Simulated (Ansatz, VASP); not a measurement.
# One calculation of Pb, two programs

```xyz
2
Lattice="3.4521 0.0000 0.0000 -1.7260 2.9896 0.0000 0.0000 0.0000 5.8711" Properties=species:S:1:pos:R:3 pbc="T T T"
Pb    0.0000    1.9931    1.4678
Pb    1.7260    0.9965    4.4033
```

Alike in both runs: functional LDA; k mesh 14 × 14 × 8; occupations fermi-dirac, width 0.05 eV; no spin polarisation.

Ansatz relaxed the structure, and its values are those at the end. VASP's run is a single point on that final structure, the one shown.

```csv
,VASP,Ansatz
version,VASP 6.6.1,Ansatz 0.2.0
potentials or method,"VASP PAW LDA potentials, release 64 (Pb_d), cutoff 520 eV","all-electron LAPW, non-relativistic"
```

|  | VASP | Ansatz | Ansatz less VASP |
| --- | --- | --- | --- |
| pressure (GPa) | -2.2 | 0.0 | +2.24 |

LDA's correlation is that of Perdew and Zunger in VASP and of Perdew and Wang (1992) in Ansatz. Ansatz ran all-electron here, and VASP with PAW potentials.

Neither program's run includes spin-orbit coupling.
